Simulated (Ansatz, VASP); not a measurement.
**MgO in VASP and in Ansatz**

```
Mg O
1.0
     3.52072    0.00000    0.00000
    -1.76036    3.04903    0.00000
     0.00000    0.00000    4.23827
Mg O
2 2
Direct
  0.66667 0.33333 0.75000
  0.33333 0.66667 0.25000
  0.66667 0.33333 0.25000
  0.33333 0.66667 0.75000
```

Alike in both runs: functional PBE; k mesh 6 × 6 × 6; no spin polarisation.

Ansatz relaxed the structure, and its values are those at the end. VASP's run is a single point on that final structure, the one shown.

```csv
,VASP,Ansatz
version,VASP 6.6.1,Ansatz 0.2.0
potentials or method,"VASP PAW PBE potentials, release 64 (Mg, O), cutoff 600 eV","scalar-relativistic, plane waves, PAW"
occupations,"gaussian, width 0.01 eV",fixed
valence electrons in the cell,16,32
```

|  | VASP | Ansatz | Ansatz less VASP |
| --- | --- | --- | --- |
| gap on the k mesh at the Fermi level (eV) | 3.26 | 3.28 | +0.016 |
| least direct gap on the mesh (eV) | 3.26 | 3.28 | +0.016 |
| pressure (GPa) | -0.7 | 0.0 | +0.69 |

VASP's potentials hold 16 valence electrons a cell and Ansatz's 32, so a difference there can come from the potentials and not from the codes.
